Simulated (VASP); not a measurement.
# MgSnSb2 (P-4m2) in VASP: further runs

The runs below take MgSnSb2 through single point, relaxation of cell and atoms, with PBE, r2SCAN, PBEsol.

All numbers are computed with VASP 6.6.1; they aren't measurements. Logs are shortened: lines on timing, memory, paths and dates and some standing lists are left out, and cuts for length are marked.

## (1) The cell of the first run

The structure is tetragonal, space group P-4m2 (No. 115). The conventional cell has a = 4.660 Å, b = 4.660 Å, c = 6.585 Å, α = 90.00°, β = 90.00°, γ = 90.00°. Mg (site symmetry -4m2) has 4 Sb at 2.82 Å within 3.7 Å. Sb (site symmetry 2mm) has 2 Mg at 2.82 Å and 2 Sn at 2.89 Å within 3.7 Å. Within 3.8 Å of Sn (site symmetry -4m2) lie 4 Sb at 2.89 Å.

## (2) Single point, PBE

Contents of INCAR:

```
SYSTEM = MgSnSb2
PREC = Accurate
ENCUT = 520
EDIFF = 1E-6
ISMEAR = -1
SIGMA = 0.02
LREAL = .FALSE.
LASPH = .TRUE.
NELM = 60
ALGO = Normal
ISIF = 2
LWAVE = .FALSE.
LCHARG = .FALSE.
GGA = PE
NBANDS = 21
```

Contents of KPOINTS:

```
Automatic mesh
0
G
  6 6 4
  0 0 0
```

Contents of POSCAR:

```
MgSnSb2
1.0
    4.6604181293      0.0000000000      0.0000000000
    0.0000000000      4.6604181293      0.0000000000
    0.0000000000      0.0000000000      6.5849641905
Mg Sb Sn
1 2 1
Direct
    0.0000000000      0.0000000000      0.0000000000
    0.0000000000      0.5000000000      0.2409839050
    0.5000000000      0.0000000000      0.7590160950
    0.5000000000      0.5000000000      0.5000000000
```

Potentials or basis: VASP PAW PBE potentials, release 64 (Mg, Sb, Sn_d).

Started as:

```console
cat potpaw_PBE.64/Mg/POTCAR potpaw_PBE.64/Sb/POTCAR potpaw_PBE.64/Sn_d/POTCAR > POTCAR
mpirun -np 1 vasp_std > vasp.out
```

OUTCAR:

```text
SYSTEM = MgSnSb2
   PREC = Accurate
   ENCUT = 520
   EDIFF = 1E-6
   ISMEAR = -1
   LREAL = .FALSE.
   LASPH = .TRUE.
   NELM = 60
   ISIF = 2
   GGA = PE

 ion  position               nearest neighbor table
   1  0.000  0.000  0.000-   2 2.82   3 2.82   2 2.82   3 2.82
   2  0.000  0.500  0.241-   1 2.82   1 2.82   4 2.89   4 2.89
   3  0.500  0.000  0.759-   1 2.82   1 2.82   4 2.89   4 2.89
   4  0.500  0.500  0.500-   2 2.89   3 2.89   3 2.89   2 2.89

  LATTYP: Found a simple tetragonal cell.
 ALAT       =     4.6604181293
 C/A-ratio  =     1.4129556636

  Lattice vectors:

 A1 = (   4.6604181293,   0.0000000000,   0.0000000000)
 A2 = (   0.0000000000,   4.6604181293,   0.0000000000)
 A3 = (   0.0000000000,   0.0000000000,   6.5849641905)

Analysis of symmetry for initial positions (statically):
=====================================================================
 Subroutine PRICEL returns:
 Original cell was already a primitive cell.

 Routine SETGRP: Setting up the symmetry group for a
 simple tetragonal supercell.

 Subroutine GETGRP returns: Found  8 space group operations
 (whereof  8 operations were pure point group operations)
 out of a pool of 16 trial point group operations.

The static configuration has the point symmetry D_2d.

Analysis of symmetry for dynamics (positions and initial velocities):
=====================================================================
 Subroutine PRICEL returns:
 Original cell was already a primitive cell.

 Routine SETGRP: Setting up the symmetry group for a
 simple tetragonal supercell.

 Subroutine GETGRP returns: Found  8 space group operations
 (whereof  8 operations were pure point group operations)
 out of a pool of 16 trial point group operations.

The dynamic configuration has the point symmetry D_2d.

 Subroutine INISYM returns: Found  8 space group operations
 (whereof  8 operations are pure point group operations),
 and found     1 'primitive' translations

----------------------------------------------------------------------------------------

                                     Primitive cell

  volume of cell :     143.0221

  direct lattice vectors                    reciprocal lattice vectors
     4.660418129  0.000000000  0.000000000     0.214573022  0.000000000  0.000000000
     0.000000000  4.660418129  0.000000000     0.000000000  0.214573022  0.000000000
     0.000000000  0.000000000  6.584964191     0.000000000  0.000000000  0.151861114

  length of vectors
     4.660418129  4.660418129  6.584964191     0.214573022  0.214573022  0.151861114

  position of ions in fractional coordinates (direct lattice)
     0.000000000  0.000000000  0.000000000
     0.000000000  0.500000000  0.240983905
     0.500000000  0.000000000  0.759016095
     0.500000000  0.500000000  0.500000000

  ion indices of the primitive-cell ions
   primitive index   ion index
                 1           1
                 2           2
                 3           3
                 4           4

----------------------------------------------------------------------------------------

 KPOINTS: Automatic mesh

Automatic generation of k-mesh.
 Grid dimensions read from file:
 generate k-points for:    6    6    4

 Generating k-lattice:

  Cartesian coordinates                     Fractional coordinates (reciprocal lattice)
     0.035762170  0.000000000  0.000000000     0.166666667  0.000000000  0.000000000
     0.000000000  0.035762170  0.000000000     0.000000000  0.166666667  0.000000000
     0.000000000  0.000000000  0.037965279     0.000000000  0.000000000  0.250000000

  Length of vectors
     0.035762170  0.035762170  0.037965279

  Shift w.r.t. Gamma in fractional coordinates (k-lattice)
     0.000000000  0.000000000  0.000000000

 Subroutine IBZKPT returns following result:
 ===========================================

 Found     30 irreducible k-points:

 Following reciprocal coordinates:
            Coordinates               Weight
  0.000000  0.000000  0.000000      1.000000
  0.166667  0.000000  0.000000      4.000000
  0.333333  0.000000  0.000000      4.000000
  0.500000  0.000000  0.000000      2.000000
  0.166667  0.166667  0.000000      4.000000
  0.333333  0.166667  0.000000      8.000000
[... 16 lines left out ...]
  0.333333  0.000000  0.500000      4.000000
  0.500000  0.000000  0.500000      2.000000
 [... further k-points ...]
   k-points           NKPTS =     30   k-points in BZ     NKDIM =     30   number of bands    NBANDS=     21
   number of dos      NEDOS =    301   number of ions     NIONS =      4
   total plane-waves  NPLWV =  64800
   dimension x,y,z NGX =    36 NGY =   36 NGZ =   50
   dimension x,y,z NGXF=    72 NGYF=   72 NGZF=  100
   ions per type =               1   2   1
   NGX,Y,Z   is equivalent  to a cutoff of  12.84, 12.84, 12.62 a.u.
   NGXF,Y,Z  is equivalent  to a cutoff of  25.68, 25.68, 25.25 a.u.
 SYSTEM =  MgSnSb2
   PREC   = accura    normal or accurate (medium, high low for compatibility)
   ISTART =      0    job   : 0-new  1-cont  2-samecut
   ICHARG =      2    charge: 1-file 2-atom 10-const
   ISPIN  =      1    spin polarized calculation?
   LNONCOLLINEAR =      F non collinear calculations
   LSORBIT =      F    spin-orbit coupling
   LASPH  =      T    aspherical Exc in radial PAW
   ENCUT  =  520.0 eV  38.22 Ry    6.18 a.u.   8.67  8.67 12.24*2*pi/ulx,y,z
   NELM   =     60;   NELMIN=  2; NELMDL= -5     # of ELM steps
   EDIFF  = 0.1E-05   stopping-criterion for ELM
   LREAL  =      F    real-space projection
   EDIFFG = 0.1E-04   stopping-criterion for IOM
   NSW    =      0    number of steps for IOM
   IBRION =     -1    ionic relax: 0-MD 1-quasi-New 2-CG
   NFREE  =      0    steps in history (QN), initial steepest desc. (CG)
   ISIF   =      2    stress and relaxation
   ISYM   =      2    0-nonsym 1-usesym 2-fastsym
   POTIM  = 0.5000    time-step for ionic-motion
   TEBEG  =    0.0;   TEEND  =   0.0 temperature during run
   PSTRESS=    0.0 pullay stress
   NELECT =      26.0000    total number of electrons
   NUPDOWN=      -1.0000    fix difference up-down
   EMIN   =  10.00;   EMAX   =-10.00  energy-range for DOS
   EFERMI =   0.00;   METHOD = LEGACY
   ISMEAR =    -1;   SIGMA  =   0.02  broadening in eV -4-tet -1-fermi 0-gaus
   EFERMI_NEDOS =   21; number of points for ismear=-14 and -15
   IALGO  =     38    algorithm
   IMIX   =      4    mixing-type and parameters
     AMIX     =   0.40;   BMIX     =  1.00
     AMIX_MAG =   1.60;   BMIX_MAG =  1.00
  volume/ion in A,a.u.               =      35.76       241.29
  Fermi-wavevector in a.u.,A,eV,Ry     =   0.927395  1.752523 11.701854  0.860062
  Thomas-Fermi vector in A             =   2.053460
   LORBIT       =      0    0 simple, 1 ext, 2 COOP (PROOUT), +10 PAW based schemes
   GGA     = PE    functional components
   LHFCALC =     F    Hartree Fock is set to
   AEXX    =    0.0000 exact exchange contribution
   IVDW    =     0    specifies the selected vdW correction
   LEPSILON=     F    determine dielectric tensor
   LRPA    =     F    only Hartree local field effects (RPA)
 non-spin polarized calculation
  energy-cutoff  :      520.00
  volume of cell :      143.02
 maximum number of plane-waves:      3912
 NGX is ok and might be reduce to    36
   NGX = 17   NGY = 17   NGZ = 25

 number of electron      25.9999988 magnetization

 Free energy of the ion-electron system (eV)
  ---------------------------------------------------
  ext. energy  EPLUGINS =         0.00000000
  ---------------------------------------------------
  free energy    TOTEN  =       -14.10871562 eV

  energy without entropy =      -14.10781331  energy(sigma->0) =      -14.10826447

 E-fermi :   3.5846     XC(G=0):  -8.1382

 val. band max:        3.5688460538   @ k =   0.1667   0.0000   0.0000
 cond. band min:       3.6235747466   @ k =   0.0000   0.0000   0.0000
 fundamental gap:      0.0547286929
 Fermi energy:         3.5846480928

 k-point     1 :       0.0000    0.0000    0.0000
  band No.  band energies     occupation
      1     -17.9232      2.00000
      2     -17.9232      2.00000
      3     -17.9230      2.00000
      4     -17.9073      2.00000
      5     -17.8883      2.00000
      6      -6.7399      2.00000
[... 13 lines left out ...]
     20       9.6491      0.00000
     21      11.2690      0.00000

 k-point     2 :       0.1667    0.0000    0.0000
  band No.  band energies     occupation
      1     -17.9253      2.00000
      2     -17.9231      2.00000
      3     -17.9206      2.00000
      4     -17.9069      2.00000
      5     -17.8886      2.00000
      6      -6.6018      2.00000
[... 13 lines left out ...]
     20      10.3090      0.00000
     21      10.3750      0.00000

 k-point     3 :       0.3333    0.0000    0.0000
  band No.  band energies     occupation
      1     -17.9275      2.00000
      2     -17.9230      2.00000
      3     -17.9179      2.00000
      4     -17.9060      2.00000
      5     -17.8893      2.00000
      6      -6.2356      2.00000
[... 13 lines left out ...]
     20       9.5999      0.00000
     21       9.6512      0.00000
[... 457 lines left out ...]
 k-point    23 :       0.3333    0.0000    0.5000
  band No.  band energies     occupation
      1     -17.9275      2.00000
      2     -17.9230      2.00000
      3     -17.9179      2.00000
      4     -17.9059      2.00000
      5     -17.8893      2.00000
      6      -6.0584      2.00000
[... 13 lines left out ...]
     20       9.1841      0.00000
     21       9.9211      0.00000

 k-point    24 :       0.5000    0.0000    0.5000
  band No.  band energies     occupation
      1     -17.9285      2.00000
      2     -17.9229      2.00000
      3     -17.9168      2.00000
      4     -17.9053      2.00000
      5     -17.8896      2.00000
      6      -5.8741      2.00000
[... 13 lines left out ...]
     20       9.7338      0.00000
     21       9.8959      0.00000

 [... further k-points ...]

------------------------ aborting loop because EDIFF is reached ----------------------------------------

  FORCE on cell =-STRESS in cart. coord.  units (eV):
  Direction    XX          YY          ZZ          XY          YZ          ZX
  --------------------------------------------------------------------------------------
  -------------------------------------------------------------------------------------
  Total        0.0031377      0.0031377      0.0468574      0.0000000      0.0000000      0.0000000
  in kB        0.0351500      0.0351500      0.5249107      0.0000000      0.0000000      0.0000000
  external PRESSURE =       0.1984035 kB  Pullay stress =       0.0000000 kB

 VOLUME and BASIS-vectors are now :
 -----------------------------------------------------------------------------
  energy-cutoff  :      520.00
  volume of cell :      143.02
      direct lattice vectors                 reciprocal lattice vectors
     4.660418129  0.000000000  0.000000000     0.214573022  0.000000000  0.000000000
     0.000000000  4.660418129  0.000000000     0.000000000  0.214573022  0.000000000
     0.000000000  0.000000000  6.584964191     0.000000000  0.000000000  0.151861114

 POSITION                                       TOTAL-FORCE (eV/Angst)
 -----------------------------------------------------------------------------------
      0.00000      0.00000      0.00000         0.000000      0.000000      0.000000
      0.00000      2.33021      1.58687         0.000000      0.000000     -0.005572
      2.33021      0.00000      4.99809         0.000000      0.000000      0.005572
      2.33021      2.33021      3.29248         0.000000     -0.000000      0.000000
 -----------------------------------------------------------------------------------
    total drift:                                0.000000      0.000000      0.000000

  FREE ENERGIE OF THE ION-ELECTRON SYSTEM (eV)
  ---------------------------------------------------
  free  energy   TOTEN  =       -14.1087156208 eV

  energy  without entropy=      -14.1078133148  energy(sigma->0) =      -14.10826447
```

Wall time 1.7 min (1 thread of AMD EPYC 9755, shared host); peak memory 0.27 GiB.

Results:

```
Free energy            : -14.1087 eV
Pressure               : 0.0 GPa
Largest force          : 0.006 eV/Å
Band gap on the k mesh : zero (bands 13 and 14 overlap by 0.19 eV)
```

Forces on the atoms (eV/Å):
```
Mg   0.000  0.000  0.000
Sb   0.000  0.000 -0.006
Sb   0.000  0.000  0.006
Sn   0.000  0.000  0.000
```

Levels at points of the mesh, in eV from the Fermi level:
| k point | band 10 | band 11 | band 12 | band 13 | band 14 | band 15 | band 16 | band 17 |
| --- | --- | --- | --- | --- | --- | --- | --- | --- |
| (0.00, 0.00, 0.00) | -2.09 | -0.32 | -0.29 | 0.04 | 0.04 | 1.22 | 2.49 | 2.92 |
| (0.50, 0.00, 0.00) | -2.54 | -2.45 | -1.50 | -0.35 | 1.12 | 3.40 | 3.48 | 3.62 |
| (0.50, 0.50, 0.00) | -2.65 | -2.02 | -2.02 | -1.16 | 0.46 | 1.42 | 1.42 | 2.83 |
| (0.00, 0.00, 0.50) | -1.79 | -1.79 | -0.71 | -0.71 | 1.08 | 1.16 | 3.28 | 3.56 |
| (0.50, 0.00, 0.50) | -1.45 | -1.28 | -0.63 | -0.32 | -0.15 | 2.23 | 2.91 | 3.37 |
| (0.50, 0.50, 0.50) | -2.98 | -2.40 | -2.40 | -1.87 | 2.48 | 3.56 | 3.56 | 3.99 |

Caveat: semilocal functionals underestimate gaps, and a narrow one can read as zero; spin-orbit coupling is left out, which moves the levels of the heavy elements.

## (3) Single point, r2SCAN

This run uses another cell than the first one, of 34.68 Å³/atom.

Contents of POSCAR:

```
MgSnSb2
1.0
    4.6004806803      0.0000000000      0.0000000000
    0.0000000000      4.6004806803      0.0000000000
    0.0000000000      0.0000000000      6.5552380318
Mg Sb Sn
1 2 1
Direct
    0.0000000000      0.0000000000      0.0000000000
    0.0000000000      0.5000000000      0.2428810204
    0.5000000000      0.0000000000      0.7571189796
    0.5000000000      0.5000000000      0.5000000000
```

Contents of INCAR.step1:

```
ALGO = Normal
EDIFF = 1E-4
ENCUT = 520
GGA = PE
ISMEAR = -1
LASPH = True
LCHARG = False
LREAL = False
LWAVE = True
NBANDS = 21
NELM = 60
PREC = Accurate
SIGMA = 0.02
```

Contents of INCAR.step2:

```
ALGO = Normal
EDIFF = 1E-7
ENCUT = 520
ISIF = 2
ISMEAR = -1
ISTART = 1
LASPH = True
LCHARG = True
LELF = True
LMIXTAU = True
LREAL = False
LVHAR = True
LWAVE = False
METAGGA = R2SCAN
NBANDS = 21
NELM = 60
PREC = Accurate
SIGMA = 0.02
```

Contents of KPOINTS:

```
k-points
0
Gamma
  6 6 4
```

Potentials or basis: VASP PAW PBE potentials, release 64 (Mg, Sb, Sn_d).

Started as:

```console
cat potpaw_PBE.64/Mg/POTCAR potpaw_PBE.64/Sb/POTCAR potpaw_PBE.64/Sn_d/POTCAR > POTCAR
cp INCAR.step1 INCAR
mpirun -np 1 vasp_std > vasp.out
cp INCAR.step2 INCAR
mpirun -np 1 vasp_std > vasp.out
```

It took 6.5 min on 1 thread of AMD EPYC 9755, shared host; peak memory 0.28 GiB.

It converged, with:

```yaml
Free_energy: -81.0516 eV
Pressure: 0.0 GPa
Largest_force: 0.022 eV/Å
Band_gap_on_the_k_mesh: zero (filled and empty bands touch)
```

Forces on the atoms (eV/Å):
```
Mg   0.000  0.000  0.000
Sb   0.000  0.000 -0.022
Sb   0.000  0.000  0.022
Sn   0.000  0.000  0.000
```

Levels at points of the mesh, in eV from the Fermi level:
| k point | band 9 | band 10 | band 11 | band 12 | band 13 | band 14 | band 15 | band 16 | band 17 | band 18 |
| --- | --- | --- | --- | --- | --- | --- | --- | --- | --- | --- |
| (0.00, 0.00, 0.00) | -2.32 | -2.32 | -0.36 | -0.02 | -0.01 | -0.01 | 1.33 | 2.98 | 3.18 | 3.18 |
| (0.50, 0.00, 0.00) | -2.94 | -2.76 | -2.73 | -1.67 | -0.42 | 1.34 | 3.75 | 3.76 | 3.98 | 5.02 |
| (0.50, 0.50, 0.00) | -3.46 | -2.96 | -2.26 | -2.26 | -1.34 | 0.61 | 1.57 | 1.57 | 3.11 | 7.40 |
| (0.00, 0.00, 0.50) | -2.36 | -2.00 | -2.00 | -0.79 | -0.79 | 1.27 | 1.31 | 3.59 | 4.01 | 4.52 |
| (0.50, 0.00, 0.50) | -4.16 | -1.62 | -1.41 | -0.76 | -0.38 | 0.04 | 2.67 | 3.14 | 3.58 | 4.35 |
| (0.50, 0.50, 0.50) | -3.50 | -3.10 | -2.64 | -2.64 | -2.10 | 2.80 | 3.81 | 3.81 | 4.25 | 4.73 |

Caveat: semilocal functionals underestimate gaps, and a narrow one can read as zero; the PAW data sets were made with another functional, which shifts forces and pressure a little; spin-orbit coupling is left out, which moves the levels of the heavy elements.

[end of part 1 of 2]

The gap in the log of VASP goes by the Fermi energy; the results here count the filled bands.